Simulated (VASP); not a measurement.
# Au (Fm-3m) in VASP: a series of runs

The runs below take Au through single point, with RPBE, revPBE+D3(BJ).

All numbers are computed with VASP 6.6.1; they aren't measurements. Logs are shortened: lines on timing, memory, paths and dates and some standing lists are left out, and cuts for length are marked.

## Step 1: The cell of the first run

It takes space group Fm-3m (No. 225, cubic). Conventional cell: a = 4.043 Å, b = 4.043 Å, c = 4.043 Å, α = 90.00°, β = 90.00°, γ = 90.00°. Au (site symmetry m-3m) has 12 Au at 2.86 Å within 3.8 Å.

## Step 2: Single point, RPBE

Contents of INCAR:

```
PREC = Accurate
ENCUT = 520
EDIFF = 1E-6
ISMEAR = -1
SIGMA = 0.05
LREAL = F
LASPH = T
NELM = 80
ALGO = Fast
ISIF = 2
LWAVE = F
LCHARG = T
GGA = RP
LELF = T
LVHAR = T
NBANDS = 12
```

Contents of KPOINTS:

```
regular mesh
0
Gamma
  11 11 11
```

Contents of POSCAR:

```
Au
1.0
    0.0000000000      2.0213418704      2.0213418704
    2.0213418704      0.0000000000      2.0213418704
    2.0213418704      2.0213418704      0.0000000000
Au
1
Direct
    0.0000000000      0.0000000000      0.0000000000
```

Potentials or basis: VASP PAW PBE potentials, release 64 (Au).

Run with:

```console
$ cat potpaw_PBE.64/Au/POTCAR > POTCAR
$ mpirun -np 1 vasp_std > vasp.out
```

OUTCAR:

```text
PREC = Accurate
   ENCUT = 520
   EDIFF = 1E-6
   ISMEAR = -1
   LREAL = F
   LASPH = T
   NELM = 80
   ISIF = 2
   GGA = RP

 ion  position               nearest neighbor table
   1  0.000  0.000  0.000-

  LATTYP: Found a face centered cubic cell.
 ALAT       =     4.0426837408

  Lattice vectors:

 A1 = (   0.0000000000,   2.0213418704,   2.0213418704)
 A2 = (   2.0213418704,   0.0000000000,   2.0213418704)
 A3 = (   2.0213418704,   2.0213418704,   0.0000000000)

Analysis of symmetry for initial positions (statically):
=====================================================================
 Subroutine PRICEL returns:
 Original cell was already a primitive cell.

 Routine SETGRP: Setting up the symmetry group for a
 face centered cubic supercell.

 Subroutine GETGRP returns: Found 48 space group operations
[... 9 lines left out ...]

 Routine SETGRP: Setting up the symmetry group for a
 face centered cubic supercell.

 Subroutine GETGRP returns: Found 48 space group operations
[... 11 lines left out ...]
                                     Primitive cell

  volume of cell :      16.5177

  direct lattice vectors                    reciprocal lattice vectors
     0.000000000  2.021341870  2.021341870    -0.247360433  0.247360433  0.247360433
     2.021341870  0.000000000  2.021341870     0.247360433 -0.247360433  0.247360433
     2.021341870  2.021341870  0.000000000     0.247360433  0.247360433 -0.247360433

  length of vectors
     2.858609087  2.858609087  2.858609087     0.428440837  0.428440837  0.428440837

  position of ions in fractional coordinates (direct lattice)
     0.000000000  0.000000000  0.000000000

  ion indices of the primitive-cell ions
   primitive index   ion index
                 1           1

----------------------------------------------------------------------------------------

 KPOINTS: regular mesh

Automatic generation of k-mesh.
 Grid dimensions read from file:
 generate k-points for:   11   11   11

 Generating k-lattice:

  Cartesian coordinates                     Fractional coordinates (reciprocal lattice)
    -0.022487312  0.022487312  0.022487312     0.090909091  0.000000000  0.000000000
     0.022487312 -0.022487312  0.022487312     0.000000000  0.090909091  0.000000000
     0.022487312  0.022487312 -0.022487312     0.000000000  0.000000000  0.090909091

  Length of vectors
     0.038949167  0.038949167  0.038949167

  Shift w.r.t. Gamma in fractional coordinates (k-lattice)
[... 57 lines left out ...]
   NFREE  =      0    steps in history (QN), initial steepest desc. (CG)
   ISIF   =      2    stress and relaxation
   ISYM   =      2    0-nonsym 1-usesym 2-fastsym
   POTIM  = 0.5000    time-step for ionic-motion
   TEBEG  =    0.0;   TEEND  =   0.0 temperature during run
   PSTRESS=    0.0 pullay stress
   NELECT =      11.0000    total number of electrons
   NUPDOWN=      -1.0000    fix difference up-down
   EMIN   =  10.00;   EMAX   =-10.00  energy-range for DOS
   EFERMI =   0.00;   METHOD = LEGACY
   ISMEAR =    -1;   SIGMA  =   0.05  broadening in eV -4-tet -1-fermi 0-gaus
   EFERMI_NEDOS =   21; number of points for ismear=-14 and -15
   IALGO  =     68    algorithm
   IMIX   =      4    mixing-type and parameters
     AMIX     =   0.40;   BMIX     =  1.00
     AMIX_MAG =   1.60;   BMIX_MAG =  1.00
  volume/ion in A,a.u.               =      16.52       111.47
  Fermi-wavevector in a.u.,A,eV,Ry     =   1.429627  2.701603 27.808026  2.043832
  Thomas-Fermi vector in A             =   2.549560
   LORBIT       =      0    0 simple, 1 ext, 2 COOP (PROOUT), +10 PAW based schemes
   GGA     = RP    functional components
   LHFCALC =     F    Hartree Fock is set to
   AEXX    =    0.0000 exact exchange contribution
   IVDW    =     0    specifies the selected vdW correction
   LEPSILON=     F    determine dielectric tensor
   LRPA    =     F    only Hartree local field effects (RPA)
 non-spin polarized calculation
 RMM-DIIS sequential band-by-band and
  energy-cutoff  :      520.00
  volume of cell :       16.52
 maximum number of plane-waves:       459
 NGX is ok and might be reduce to    24
   NGX = 11   NGY = 11   NGZ = 11

 number of electron      10.9999999 magnetization

 Free energy of the ion-electron system (eV)
  ---------------------------------------------------
  ext. energy  EPLUGINS =         0.00000000
  ---------------------------------------------------
  free energy    TOTEN  =        -2.54263891 eV

  energy without entropy =       -2.54106418  energy(sigma->0) =       -2.54185154

 E-fermi :  10.1312     XC(G=0): -12.8233

 val. band max:        9.9941132455   @ k =   0.4545   0.2727   0.0000
 cond. band min:      10.2217760187   @ k =  -0.4545   0.0909   0.0000
 fundamental gap:      0.2276627732
 Fermi energy:        10.1311716763

 k-point     1 :       0.0000    0.0000    0.0000
  band No.  band energies     occupation
      1      -0.0492      2.00000
      2       5.2387      2.00000
      3       5.2387      2.00000
      4       5.2387      2.00000
      5       6.8297      2.00000
      6       6.8297      2.00000
      7      24.5649      0.00000
      8      28.7715      0.00000
      9      28.7715      0.00000
     10      28.7715      0.00000
     11      33.7573      0.00000
     12      38.7700      0.00000
[... 331 lines left out ...]
 k-point    24 :      -0.1818    0.1818    0.0000
  band No.  band energies     occupation
      1       2.5832      2.00000
      2       4.5966      2.00000
      3       5.4411      2.00000
      4       6.1519      2.00000
      5       6.1886      2.00000
      6       8.0965      2.00000
      7      21.7049      0.00000
      8      23.7282      0.00000
      9      27.9285      0.00000
     10      29.4032      0.00000
     11      32.3609      0.00000
     12      35.1281      0.00000

 [... further k-points ...]

------------------------ aborting loop because EDIFF is reached ----------------------------------------

  FORCE on cell =-STRESS in cart. coord.  units (eV):
  Direction    XX          YY          ZZ          XY          YZ          ZX
  --------------------------------------------------------------------------------------
  -------------------------------------------------------------------------------------
  Total        1.9559087      1.9559087      1.9559087      0.0000000      0.0000000     -0.0000000
  in kB      189.7185684    189.7185684    189.7185684      0.0000000      0.0000000     -0.0000000
  external PRESSURE =     189.7185684 kB  Pullay stress =       0.0000000 kB

 VOLUME and BASIS-vectors are now :
 -----------------------------------------------------------------------------
  energy-cutoff  :      520.00
  volume of cell :       16.52
      direct lattice vectors                 reciprocal lattice vectors
     0.000000000  2.021341870  2.021341870    -0.247360433  0.247360433  0.247360433
     2.021341870  0.000000000  2.021341870     0.247360433 -0.247360433  0.247360433
     2.021341870  2.021341870  0.000000000     0.247360433  0.247360433 -0.247360433

 POSITION                                       TOTAL-FORCE (eV/Angst)
 -----------------------------------------------------------------------------------
      0.00000      0.00000      0.00000         0.000000     -0.000000      0.000000
 -----------------------------------------------------------------------------------
    total drift:                               -0.000000      0.000000      0.000000

  FREE ENERGIE OF THE ION-ELECTRON SYSTEM (eV)
  ---------------------------------------------------
  free  energy   TOTEN  =        -2.5426389068 eV

  energy  without entropy=       -2.5410641815  energy(sigma->0) =       -2.54185154
```

OSZICAR:

```text
N       E                     dE             d eps       ncg     rms          rms(c)
DAV:   1     0.510077901333E+02    0.51008E+02   -0.55514E+03  1408   0.822E+02
DAV:   2    -0.204626536909E+01   -0.53054E+02   -0.50026E+02  1608   0.191E+02
DAV:   3    -0.276283286727E+01   -0.71657E+00   -0.71574E+00  1628   0.211E+01
DAV:   4    -0.276520458000E+01   -0.23717E-02   -0.23716E-02  1604   0.139E+00
DAV:   5    -0.276522110442E+01   -0.16524E-04   -0.16525E-04  1680   0.109E-01    0.103E+01
RMM:   6    -0.256284151255E+01    0.20238E+00   -0.22585E-01  1350   0.406E+00    0.648E+00
RMM:   7    -0.254444479059E+01    0.18397E-01   -0.40687E-02  1440   0.191E+00    0.274E+00
RMM:   8    -0.254264148925E+01    0.18033E-02   -0.37259E-03  1469   0.507E-01    0.275E-01
RMM:   9    -0.254263082967E+01    0.10660E-04   -0.31627E-04  1587   0.155E-01    0.114E-01
RMM:  10    -0.254263653890E+01   -0.57092E-05   -0.52717E-05  1527   0.523E-02    0.456E-02
RMM:  11    -0.254263883177E+01   -0.22929E-05   -0.12477E-05  1441   0.227E-02    0.954E-03
RMM:  12    -0.254263890679E+01   -0.75015E-07   -0.13213E-06  1238   0.751E-03
   1 F= -.25426389E+01 E0= -.25418515E+01  d E =-.157473E-02
```

stdout:

```text
POSCAR found type information on POSCAR Au
 POSCAR found :  1 types and       1 ions
 scaLAPACK will be used
 -----------------------------------------------------------------------------
|                                                                             |
|                                                                             |
|     You enforced a specific xc type in the INCAR file but a different       |
|     I HOPE YOU KNOW WHAT YOU ARE DOING!                                     |
|                                                                             |
 -----------------------------------------------------------------------------

 LDA part: xc-table for (Slater+PW92), standard interpolation
 POSCAR, INCAR and KPOINTS ok, starting setup
 FFT: planning ... GRIDC
 FFT: planning ... GRID_SOFT
 FFT: planning ... GRID
 WAVECAR not read
 entering main loop
```

Wall time 14 s (1 thread of Intel Xeon 6975P-C, shared host); peak memory 0.14 GiB.

What came out:

```yaml
Free_energy: -2.5426 eV
Pressure: 19.0 GPa
```

Caveat: the PAW data sets were made with another functional, which shifts forces and pressure a little; spin-orbit coupling is left out, which moves the levels of the heavy elements.

## Step 3: Single point, RPBE

This run uses another cell than the first one, of 17.19 Å³/atom, 1.041 times its volume.

Contents of INCAR:

```
SYSTEM = Au
PREC = Accurate ; ENCUT = 520
EDIFF = 1E-6 ; ISMEAR = -1
SIGMA = 0.05 ; LREAL = .False.
LASPH = .True. ; NELM = 60
ALGO = Normal ; ISIF = 2
LWAVE = .False. ; LCHARG = .True.
GGA = RP ; LELF = .True.
LVHAR = .True. ; NBANDS = 12
```

Contents of KPOINTS:

```
regular mesh
0
Gamma
  11 11 11
  0 0 0
```

Contents of POSCAR:

```
Au
1.0
    0.0000000000      2.0484772140      2.0484772140
    2.0484772140      0.0000000000      2.0484772140
    2.0484772140      2.0484772140      0.0000000000
Au
1
Direct
    0.0000000000      0.0000000000      0.0000000000
```

Potentials or basis: VASP PAW PBE potentials, release 64 (Au).

Run with:

```console
$ cat potpaw_PBE.64/Au/POTCAR > POTCAR
$ mpirun -np 1 vasp_std > vasp.out
```

OUTCAR:

```text
SYSTEM = Au
   PREC = Accurate
   ENCUT = 520
   EDIFF = 1E-6
   ISMEAR = -1
   LREAL = .False.
   LASPH = .True.
   NELM = 60
   ISIF = 2
   GGA = RP

 ion  position               nearest neighbor table
   1  0.000  0.000  0.000-

  LATTYP: Found a face centered cubic cell.
 ALAT       =     4.0969544280

  Lattice vectors:

 A1 = (   0.0000000000,   2.0484772140,   2.0484772140)
 A2 = (   2.0484772140,   0.0000000000,   2.0484772140)
 A3 = (   2.0484772140,   2.0484772140,   0.0000000000)

Analysis of symmetry for initial positions (statically):
=====================================================================
 Subroutine PRICEL returns:
 Original cell was already a primitive cell.

 Routine SETGRP: Setting up the symmetry group for a
 face centered cubic supercell.

 Subroutine GETGRP returns: Found 48 space group operations
[... 9 lines left out ...]

 Routine SETGRP: Setting up the symmetry group for a
 face centered cubic supercell.

 Subroutine GETGRP returns: Found 48 space group operations
[... 11 lines left out ...]
                                     Primitive cell

  volume of cell :      17.1919

  direct lattice vectors                    reciprocal lattice vectors
     0.000000000  2.048477214  2.048477214    -0.244083750  0.244083750  0.244083750
     2.048477214  0.000000000  2.048477214     0.244083750 -0.244083750  0.244083750
     2.048477214  2.048477214  0.000000000     0.244083750  0.244083750 -0.244083750

  length of vectors
     2.896984258  2.896984258  2.896984258     0.422765456  0.422765456  0.422765456

  position of ions in fractional coordinates (direct lattice)
     0.000000000  0.000000000  0.000000000

  ion indices of the primitive-cell ions
   primitive index   ion index
                 1           1

----------------------------------------------------------------------------------------

 KPOINTS: regular mesh

Automatic generation of k-mesh.
 Grid dimensions read from file:
 generate k-points for:   11   11   11
[... 88 lines left out ...]
   LORBIT       =      0    0 simple, 1 ext, 2 COOP (PROOUT), +10 PAW based schemes
   GGA     = RP    functional components
   LHFCALC =     F    Hartree Fock is set to
   AEXX    =    0.0000 exact exchange contribution
   IVDW    =     0    specifies the selected vdW correction
   LEPSILON=     F    determine dielectric tensor
   LRPA    =     F    only Hartree local field effects (RPA)
 non-spin polarized calculation
  energy-cutoff  :      520.00
  volume of cell :       17.19
 maximum number of plane-waves:       483
 NGX is ok and might be reduce to    24
   NGX = 11   NGY = 11   NGZ = 11

 number of electron      11.0000000 magnetization

 Free energy of the ion-electron system (eV)
  ---------------------------------------------------
  ext. energy  EPLUGINS =         0.00000000
  ---------------------------------------------------
  free energy    TOTEN  =        -2.60495709 eV

  energy without entropy =       -2.60385828  energy(sigma->0) =       -2.60440768

 E-fermi :   9.4980     XC(G=0): -12.5777

 val. band max:        9.3471403743   @ k =   0.4545   0.3636   0.0000
 cond. band min:       9.6145385842   @ k =  -0.4545   0.0909   0.0000
 fundamental gap:      0.2673982099
 Fermi energy:         9.4980100036

 k-point     1 :       0.0000    0.0000    0.0000
  band No.  band energies     occupation
      1      -0.2934      2.00000
      2       4.7838      2.00000
      3       4.7838      2.00000
      4       4.7838      2.00000
      5       6.2659      2.00000
      6       6.2659      2.00000
      7      23.9534      0.00000
      8      27.9304      0.00000
      9      27.9304      0.00000
     10      27.9304      0.00000
     11      32.7850      0.00000
     12      37.3417      0.00000
[... 331 lines left out ...]
 k-point    24 :      -0.1818    0.1818    0.0000
  band No.  band energies     occupation
      1       2.2532      2.00000
      2       4.1905      2.00000
      3       4.9816      2.00000
      4       5.6397      2.00000
      5       5.6756      2.00000
      6       7.4574      2.00000
      7      20.7775      0.00000
      8      22.7059      0.00000
      9      27.0794      0.00000
     10      28.5926      0.00000
     11      31.1646      0.00000
     12      33.8628      0.00000

 [... further k-points ...]

------------------------ aborting loop because EDIFF is reached ----------------------------------------

  FORCE on cell =-STRESS in cart. coord.  units (eV):
  Direction    XX          YY          ZZ          XY          YZ          ZX
  --------------------------------------------------------------------------------------
  -------------------------------------------------------------------------------------
  Total        1.1513913      1.1513913      1.1513913     -0.0000000      0.0000000     -0.0000000
  in kB      107.3025712    107.3025712    107.3025712     -0.0000000      0.0000000     -0.0000000
  external PRESSURE =     107.3025712 kB  Pullay stress =       0.0000000 kB

 VOLUME and BASIS-vectors are now :
 -----------------------------------------------------------------------------
  energy-cutoff  :      520.00
  volume of cell :       17.19
      direct lattice vectors                 reciprocal lattice vectors
     0.000000000  2.048477214  2.048477214    -0.244083750  0.244083750  0.244083750
     2.048477214  0.000000000  2.048477214     0.244083750 -0.244083750  0.244083750
     2.048477214  2.048477214  0.000000000     0.244083750  0.244083750 -0.244083750

 POSITION                                       TOTAL-FORCE (eV/Angst)
 -----------------------------------------------------------------------------------
      0.00000      0.00000      0.00000        -0.000000      0.000000      0.000000
 -----------------------------------------------------------------------------------
    total drift:                               -0.000000      0.000000     -0.000000

  FREE ENERGIE OF THE ION-ELECTRON SYSTEM (eV)
  ---------------------------------------------------
  free  energy   TOTEN  =        -2.6049570858 eV

  energy  without entropy=       -2.6038582822  energy(sigma->0) =       -2.60440768
```

OSZICAR:

```text
N       E                     dE             d eps       ncg     rms          rms(c)
DAV:   1     0.504636701083E+02    0.50464E+02   -0.56091E+03  1400   0.815E+02
DAV:   2    -0.211742315208E+01   -0.52581E+02   -0.49570E+02  1588   0.186E+02
DAV:   3    -0.282191065582E+01   -0.70449E+00   -0.70387E+00  1608   0.207E+01
DAV:   4    -0.282430683682E+01   -0.23962E-02   -0.23961E-02  1628   0.141E+00
DAV:   5    -0.282432473100E+01   -0.17894E-04   -0.17894E-04  1640   0.115E-01    0.904E+00
DAV:   6    -0.262259836852E+01    0.20173E+00   -0.52722E-01  1496   0.596E+00    0.584E+00
DAV:   7    -0.260653206160E+01    0.16066E-01   -0.62158E-02  1576   0.208E+00    0.266E+00
DAV:   8    -0.260495862877E+01    0.15734E-02   -0.18416E-03  1488   0.341E-01    0.225E-01
DAV:   9    -0.260494853493E+01    0.10094E-04   -0.77298E-06  1672   0.250E-02    0.276E-02
DAV:  10    -0.260495715277E+01   -0.86178E-05   -0.52426E-06  1552   0.234E-02    0.143E-03
DAV:  11    -0.260495708577E+01    0.67000E-07   -0.71302E-08   880   0.204E-03
   1 F= -.26049571E+01 E0= -.26044077E+01  d E =-.109880E-02
```

Wall time 13 s (1 thread of Intel Xeon 6975P-C, shared host); peak memory 0.15 GiB.

What came out:

```yaml
Free_energy: -2.6050 eV
Pressure: 10.7 GPa
```

Caveat: the PAW data sets were made with another functional, which shifts forces and pressure a little; spin-orbit coupling is left out, which moves the levels of the heavy elements.

## Step 4: Single point, revPBE+D3(BJ)

This run uses another cell than the first one, of 16.18 Å³/atom, 0.980 times its volume.

Contents of INCAR:

```
SYSTEM = Au
ALGO = Normal
EDIFF = 1E-7
ENCUT = 520
GGA = RE
ISIF = 2
ISMEAR = -1
IVDW = 12
LASPH = .TRUE.
LCHARG = .FALSE.
LREAL = .FALSE.
LWAVE = .FALSE.
NBANDS = 12
NELM = 100
PREC = Accurate
SIGMA = 0.05
```

Contents of KPOINTS:

```
k-points
0
G
  11 11 11
  0 0 0
```

Contents of POSCAR:

```
Au
1.0
    0.0000000000      2.0074966285      2.0074966285
    2.0074966285      0.0000000000      2.0074966285
    2.0074966285      2.0074966285      0.0000000000
Au
1
Direct
    0.0000000000      0.0000000000      0.0000000000
```

Run with:

```console
$ cat potpaw_PBE.64/Au/POTCAR > POTCAR
$ mpirun -np 1 vasp_std > vasp.out
```

Wall time 13 s (1 thread of Intel Xeon 6975P-C, shared host); peak memory 0.15 GiB.

The run converged. Its results:

| Item | Value |
| --- | --- |
| Free energy | -3.9456 eV |
| Pressure | 8.8 GPa |
| Dispersion energy per atom | -1.332 eV |

Levels at points of the mesh, in eV from the Fermi level:
| k point | band 3 | band 4 | band 5 | band 6 | band 7 | band 8 | band 9 | band 10 |
| --- | --- | --- | --- | --- | --- | --- | --- | --- |
| (0.00, 0.00, 0.00) | -4.99 | -4.99 | -3.34 | -3.34 | 14.42 | 18.74 | 18.74 | 18.74 |

Caveat: the PAW data sets were made with another functional, which shifts forces and pressure a little; spin-orbit coupling is left out, which moves the levels of the heavy elements; pairwise dispersion overbinds metals, which lowers pressure and volume.

(Continued in part 2 of 2.)
